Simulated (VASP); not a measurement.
# MgS (Fm-3m) in VASP: further runs, part 2 of 2

VASP 6.6.1. The steps go on from the part before.

### 4 Elastic constants, PBEsol

This run uses another cell than the first one, of 16.11 Å³/atom, 1.069 times its volume.

File INCAR:

```
SYSTEM = MgS
PREC = Accurate
ENCUT = 600
EDIFF = 1E-8
ISMEAR = 0
SIGMA = 0.01
LREAL = .FALSE.
LASPH = .TRUE.
NELM = 80
ALGO = Normal
ISIF = 3
LWAVE = .FALSE.
LCHARG = .FALSE.
GGA = PS
NBANDS = 11
IBRION = 6
NFREE = 2
POTIM = 0.015
NSW = 1
```

File KPOINTS:

```
regular mesh
0
G
  8 8 8
  0 0 0
```

File POSCAR:

```
MgS
1.0
    0.0000000000      2.5254140529      2.5254140529
    2.5254140529      0.0000000000      2.5254140529
    2.5254140529      2.5254140529      0.0000000000
Mg S
1 1
Direct
    0.0000000000      0.0000000000      0.0000000000
    0.5000000000      0.5000000000      0.5000000000
```

Potentials or basis: VASP PAW PBE potentials, release 64 (Mg, S).

On the command line:

```console
cat potpaw_PBE.64/Mg/POTCAR potpaw_PBE.64/S/POTCAR > POTCAR
mpirun -np 1 vasp_std > vasp.out
```

OUTCAR:

```text
SYSTEM = MgS
   PREC = Accurate
   ENCUT = 600
   EDIFF = 1E-8
   ISMEAR = 0
   LREAL = .FALSE.
   LASPH = .TRUE.
   NELM = 80
   ISIF = 3
   GGA = PS
   IBRION = 6
   NFREE = 2
   POTIM = 0.015
   NSW = 1

 ion  position               nearest neighbor table
   1  0.000  0.000  0.000-   2 2.53   2 2.53   2 2.53   2 2.53   2 2.53   2 2.53
   2  0.500  0.500  0.500-   1 2.53   1 2.53   1 2.53   1 2.53   1 2.53   1 2.53

  LATTYP: Found a face centered cubic cell.
 ALAT       =     5.0508281058

  Lattice vectors:

 A1 = (   0.0000000000,   2.5254140529,   2.5254140529)
 A2 = (   2.5254140529,   0.0000000000,   2.5254140529)
 A3 = (   2.5254140529,   2.5254140529,   0.0000000000)

[... 760 lines left out ...]
  --------------------------------------------------------------------------------
  x     0.00000     0.00000     0.00000     0.00000     0.00000     0.00000
  y     0.00000     0.00000     0.00000     0.00000     0.00000     0.00000
  z     0.00000     0.00000     0.00000     0.00000     0.00000     0.00000

 INTERNAL STRAIN TENSOR FOR ION    2 for displacements in x,y,z  (eV/Angst):
          X           Y           Z          XY          YZ          ZX
  --------------------------------------------------------------------------------
  x     0.00000     0.00000     0.00000     0.00000     0.00000     0.00000
  y     0.00000     0.00000     0.00000     0.00000     0.00000     0.00000
  z     0.00000     0.00000     0.00000     0.00000     0.00000     0.00000

 Eigenvectors and eigenvalues of the dynamical matrix
 ----------------------------------------------------

   1 f  =    8.872623 THz    55.748332 2PiTHz  295.958835 cm-1    36.694202 meV
             X         Y         Z           dx          dy          dz
      0.000000  0.000000  0.000000     0.687585    0.309760    0.000000
      2.525414  2.525414  2.525414    -0.598760   -0.269744    0.000000
[... 21 lines left out ...]
   6 f/i=    0.001025 THz     0.006441 2PiTHz    0.034192 cm-1     0.004239 meV
             X         Y         Z           dx          dy          dz
      0.000000  0.000000  0.000000    -0.131189   -0.594495   -0.246254
      2.525414  2.525414  2.525414    -0.150650   -0.682687   -0.282785

--------------------------------------------------------------------------------------------------------

 ELASTIC MODULI CONTR FROM IONIC RELAXATION (kBar)
 Direction    XX          YY          ZZ          XY          YZ          ZX
 --------------------------------------------------------------------------------
 XX           0.0000      0.0000      0.0000      0.0000      0.0000      0.0000
 YY           0.0000      0.0000      0.0000      0.0000      0.0000      0.0000
 ZZ           0.0000      0.0000      0.0000      0.0000      0.0000      0.0000
 XY           0.0000      0.0000      0.0000      0.0000      0.0000      0.0000
 YZ           0.0000      0.0000      0.0000      0.0000      0.0000      0.0000
 ZX           0.0000      0.0000      0.0000      0.0000      0.0000      0.0000
 --------------------------------------------------------------------------------

 TOTAL ELASTIC MODULI (kBar)
 Direction    XX          YY          ZZ          XY          YZ          ZX
 --------------------------------------------------------------------------------
 XX        2097.7636    444.7935    444.7935      0.0000      0.0000      0.0000
 YY         444.7935   2097.7636    444.7935     -0.0000     -0.0000      0.0000
 ZZ         444.7935    444.7935   2097.7636     -0.0000     -0.0000     -0.0000
 XY           0.0000     -0.0000     -0.0000    585.8340      0.0000      0.0000
 YZ           0.0000     -0.0000     -0.0000      0.0000    585.8340     -0.0000
 ZX           0.0000      0.0000     -0.0000      0.0000     -0.0000    585.8340
 --------------------------------------------------------------------------------
```

OSZICAR:

```text
N       E                     dE             d eps       ncg     rms          rms(c)
DAV:   1     0.228051798140E+02    0.22805E+02   -0.39730E+03   654   0.670E+02
DAV:   2    -0.793856509857E+01   -0.30744E+02   -0.28701E+02   824   0.107E+02
DAV:   3    -0.936419673767E+01   -0.14256E+01   -0.14227E+01   791   0.234E+01
[... 196 lines left out ...]
DAV:   4    -0.902450742655E+01    0.35022E-04   -0.26652E-04  1615   0.850E-02    0.192E-02
DAV:   5    -0.902450787418E+01   -0.44763E-06   -0.49792E-05  1485   0.425E-02    0.192E-02
DAV:   6    -0.902450639202E+01    0.14822E-05   -0.59044E-06  1508   0.147E-02    0.110E-02
DAV:   7    -0.902450643662E+01   -0.44597E-07   -0.78407E-07  1549   0.551E-03    0.221E-03
DAV:   8    -0.902450641492E+01    0.21696E-07   -0.67050E-08  1490   0.154E-03    0.152E-03
DAV:   9    -0.902450641127E+01    0.36583E-08   -0.59725E-09   823   0.485E-04
  17 F= -.90245064E+01 E0= -.90245064E+01  d E =-.295512E-11
```

It took 4.1 min on 1 thread of AMD EPYC 9R45 (Zen 5), shared host; peak memory 0.24 GiB.

What came out:

```yaml
Elastic_constants_C11_C12_C44: 210, 44, 59 GPa
Voigt_bulk_modulus: 100 GPa
Highest_phonon_frequency_at_Γ_LO-TO_splitting_left_out: 296 cm⁻¹
```

Phonon frequencies in cm⁻¹ (negative: imaginary):
| q point | frequencies |
| --- | --- |
| (0.000, 0.000, 0.000) | 0 0 0 296 296 296 |

Elastic tensor in Voigt notation (GPa, in the Cartesian axes of the cell as first typed):
```
210  44  44   0   0   0
 44 210  44   0   0   0
 44  44 210   0   0   0
  0   0   0  59   0   0
  0   0   0   0  59   0
  0   0   0   0   0  59
```

Clamped-ion elastic tensor (GPa):
```
210  44  44   0   0   0
 44 210  44   0   0   0
 44  44 210   0   0   0
  0   0   0  59   0   0
  0   0   0   0  59   0
  0   0   0   0   0  59
```

Caveat: the cell is under stress, which shifts elastic constants; the PAW data sets were made with another functional, which shifts forces and pressure a little.

### 5 Elastic constants, PBEsol

This run uses another cell than the first one, of 16.60 Å³/atom, 1.101 times its volume.

File INCAR:

```
PREC     = Accurate       # precision mode
ENCUT    = 600            # plane-wave cutoff, eV
EDIFF    = 1E-8           # SCF threshold, eV
ISMEAR   = 0              # smearing method
SIGMA    = 0.01           # smearing width, eV
LREAL    = False          # projectors in reciprocal space
LASPH    = True           # aspherical terms in the spheres
NELM     = 60             # most SCF steps
ALGO     = Normal         # electronic algorithm
ISIF     = 3              # what is computed and relaxed
LWAVE    = False          # write WAVECAR
LCHARG   = False          # write CHGCAR
GGA      = PS             # functional
NBANDS   = 11             # bands
IBRION   = 6              # ionic algorithm
NFREE    = 2            
POTIM    = 0.015          # step
NSW      = 1              # ionic steps
```

File KPOINTS:

```
Automatic mesh
0
Gamma
  8 8 8
```

File POSCAR:

```
MgS
1.0
    0.0000000000      2.5508461730      2.5508461730
    2.5508461730      0.0000000000      2.5508461730
    2.5508461730      2.5508461730      0.0000000000
Mg S
1 1
Direct
    0.0000000000      0.0000000000      0.0000000000
    0.5000000000      0.5000000000      0.5000000000
```

On the command line:

```console
cat potpaw_PBE.64/Mg/POTCAR potpaw_PBE.64/S/POTCAR > POTCAR
mpirun -np 1 vasp_std > vasp.out
```

Wall time 4.1 min (1 thread of AMD EPYC 9R45 (Zen 5), shared host); peak memory 0.25 GiB.

Results (log left out):

* Elastic constants C11, C12, C44: 186, 43, 57 GPa
* Voigt bulk modulus: 91 GPa
* Highest phonon frequency at Γ, LO-TO splitting left out: 275 cm⁻¹

Phonon frequencies in cm⁻¹ (negative: imaginary):
```tsv
q point	frequencies
(0.000, 0.000, 0.000)	0 0 0 275 275 275
```

Elastic tensor in Voigt notation (GPa, in the Cartesian axes of the cell as first typed):
```
186  43  43   0   0   0
 43 186  43   0   0   0
 43  43 186   0   0   0
  0   0   0  57   0   0
  0   0   0   0  57   0
  0   0   0   0   0  57
```

Clamped-ion elastic tensor (GPa):
```
186  43  43   0   0   0
 43 186  43   0   0   0
 43  43 186   0   0   0
  0   0   0  57   0   0
  0   0   0   0  57   0
  0   0   0   0   0  57
```

Caveat: the cell is under stress, which shifts elastic constants; the PAW data sets were made with another functional, which shifts forces and pressure a little.

### 6 Elastic constants, PBEsol

This run uses another cell than the first one, of 16.97 Å³/atom, 1.126 times its volume.

File INCAR:

```
ALGO = Normal ; EDIFF = 1E-8
ENCUT = 600 ; GGA = PS
IBRION = 6 ; ISIF = 3
ISMEAR = 0 ; LASPH = T
LCHARG = F ; LREAL = F
LWAVE = F ; NBANDS = 11
NELM = 60 ; NFREE = 2
NSW = 1 ; POTIM = 0.015
PREC = Accurate ; SIGMA = 0.01
```

File KPOINTS:

```
k-points
0
Gamma
  8 8 8
```

File POSCAR:

```
MgS
1.0
    0.0000000000      2.5699591636      2.5699591636
    2.5699591636      0.0000000000      2.5699591636
    2.5699591636      2.5699591636      0.0000000000
Mg S
1 1
Direct
    0.0000000000      0.0000000000      0.0000000000
    0.5000000000      0.5000000000      0.5000000000
```

Potentials or basis: VASP PAW PBE potentials, release 64 (Mg, S).

On the command line:

```console
cat potpaw_PBE.64/Mg/POTCAR potpaw_PBE.64/S/POTCAR > POTCAR
mpirun -np 1 vasp_std > vasp.out
```

OUTCAR:

```text
EDIFF = 1E-8
   ENCUT = 600
   GGA = PS
   IBRION = 6
   ISIF = 3
   ISMEAR = 0
   LASPH = T
   LREAL = F
   NELM = 60
   NFREE = 2
   NSW = 1
   POTIM = 0.015
   PREC = Accurate

 ion  position               nearest neighbor table
   1  0.000  0.000  0.000-   2 2.57   2 2.57   2 2.57   2 2.57   2 2.57   2 2.57
   2  0.500  0.500  0.500-   1 2.57   1 2.57   1 2.57   1 2.57   1 2.57   1 2.57

  LATTYP: Found a face centered cubic cell.
 ALAT       =     5.1399183272

  Lattice vectors:

 A1 = (   0.0000000000,   2.5699591636,   2.5699591636)
 A2 = (   2.5699591636,   0.0000000000,   2.5699591636)
 A3 = (   2.5699591636,   2.5699591636,   0.0000000000)

Analysis of symmetry for initial positions (statically):
=====================================================================
 Subroutine PRICEL returns:
 Original cell was already a primitive cell.

 Routine SETGRP: Setting up the symmetry group for a
 face centered cubic supercell.

 Subroutine GETGRP returns: Found 48 space group operations
 (whereof 48 operations were pure point group operations)
 out of a pool of 48 trial point group operations.

The static configuration has the point symmetry O_h .

Analysis of symmetry for dynamics (positions and initial velocities):
=====================================================================
 Subroutine PRICEL returns:
 Original cell was already a primitive cell.

 Routine SETGRP: Setting up the symmetry group for a
 face centered cubic supercell.

[... 707 lines left out ...]
      8      11.8389      0.00000
      9      14.3606      0.00000
     10      14.3613      0.00000
     11      16.3918      0.00000
[... 351 lines left out ...]
  FREE ENERGIE OF THE ION-ELECTRON SYSTEM (eV)
  ---------------------------------------------------
  free  energy   TOTEN  =        -9.0707952896 eV

  energy  without entropy=       -9.0707952896  energy(sigma->0) =       -9.07079529

 INTERNAL STRAIN TENSORS FROM STRAINED CELLS
 ============================================

 INTERNAL STRAIN TENSOR FOR ION    1 for displacements in x,y,z  (eV/Angst):
          X           Y           Z          XY          YZ          ZX
  --------------------------------------------------------------------------------
  x     0.00000    -0.00000     0.00000     0.00000     0.00000    -0.00000
  y     0.00000     0.00000     0.00000     0.00000    -0.00000    -0.00000
  z     0.00000     0.00000     0.00000    -0.00000     0.00000    -0.00000

 INTERNAL STRAIN TENSORS FROM DISPLACED ATOMS
 ============================================

 INTERNAL STRAIN TENSOR FOR ION    1 for displacements in x,y,z  (eV/Angst):
          X           Y           Z          XY          YZ          ZX
  --------------------------------------------------------------------------------
  x     0.00000     0.00000     0.00000     0.00000     0.00000     0.00000
  y     0.00000     0.00000     0.00000     0.00000     0.00000     0.00000
  z     0.00000     0.00000     0.00000     0.00000     0.00000     0.00000

 INTERNAL STRAIN TENSOR FOR ION    2 for displacements in x,y,z  (eV/Angst):
          X           Y           Z          XY          YZ          ZX
  --------------------------------------------------------------------------------
  x     0.00000     0.00000     0.00000     0.00000     0.00000     0.00000
  y     0.00000     0.00000     0.00000     0.00000     0.00000     0.00000
  z     0.00000     0.00000     0.00000     0.00000     0.00000     0.00000

 Eigenvectors and eigenvalues of the dynamical matrix
 ----------------------------------------------------

   1 f  =    7.791022 THz    48.952435 2PiTHz  259.880520 cm-1    32.221063 meV
             X         Y         Z           dx          dy          dz
      0.000000  0.000000  0.000000     0.000000    0.754142    0.000000
      2.569959  2.569959  2.569959     0.000000   -0.656712    0.000000
[... 21 lines left out ...]
   6 f/i=    0.000855 THz     0.005370 2PiTHz    0.028507 cm-1     0.003534 meV
             X         Y         Z           dx          dy          dz
      0.000000  0.000000  0.000000     0.000000    0.000000   -0.656712
      2.569959  2.569959  2.569959     0.000000    0.000000   -0.754142

--------------------------------------------------------------------------------------------------------

 ELASTIC MODULI CONTR FROM IONIC RELAXATION (kBar)
 Direction    XX          YY          ZZ          XY          YZ          ZX
 --------------------------------------------------------------------------------
 XX           0.0000      0.0000      0.0000      0.0000      0.0000      0.0000
 YY           0.0000      0.0000      0.0000      0.0000      0.0000      0.0000
 ZZ           0.0000      0.0000      0.0000      0.0000      0.0000      0.0000
 XY           0.0000      0.0000      0.0000      0.0000      0.0000      0.0000
 YZ           0.0000      0.0000      0.0000      0.0000      0.0000      0.0000
 ZX           0.0000      0.0000      0.0000      0.0000      0.0000      0.0000
 --------------------------------------------------------------------------------

 TOTAL ELASTIC MODULI (kBar)
 Direction    XX          YY          ZZ          XY          YZ          ZX
 --------------------------------------------------------------------------------
 XX        1698.4584    424.0254    424.0254     -0.0000      0.0000     -0.0000
 YY         424.0254   1698.4584    424.0254      0.0000     -0.0000      0.0000
 ZZ         424.0254    424.0254   1698.4584      0.0000      0.0000      0.0000
 XY          -0.0000      0.0000      0.0000    556.6678      0.0000      0.0000
 YZ           0.0000     -0.0000      0.0000      0.0000    556.6678      0.0000
 ZX          -0.0000      0.0000      0.0000      0.0000      0.0000    556.6678
 --------------------------------------------------------------------------------
```

Run time: 4.1 min. Hardware: 1 thread of AMD EPYC 9R45 (Zen 5), shared host; peak memory 0.25 GiB.

What came out:

```yaml
Elastic_constants_C11_C12_C44: 170, 42, 56 GPa
Voigt_bulk_modulus: 85 GPa
Highest_phonon_frequency_at_Γ_LO-TO_splitting_left_out: 260 cm⁻¹
```

Phonon frequencies in cm⁻¹ (negative: imaginary):
| q point | frequencies |
| --- | --- |
| (0.000, 0.000, 0.000) | 0 0 0 260 260 260 |

Elastic tensor in Voigt notation (GPa, in the Cartesian axes of the cell as first typed):
```
170  42  42   0   0   0
 42 170  42   0   0   0
 42  42 170   0   0   0
  0   0   0  56   0   0
  0   0   0   0  56   0
  0   0   0   0   0  56
```

Clamped-ion elastic tensor (GPa):
```
170  42  42   0   0   0
 42 170  42   0   0   0
 42  42 170   0   0   0
  0   0   0  56   0   0
  0   0   0   0  56   0
  0   0   0   0   0  56
```

Caveat: the cell is under stress, which shifts elastic constants; the PAW data sets were made with another functional, which shifts forces and pressure a little.
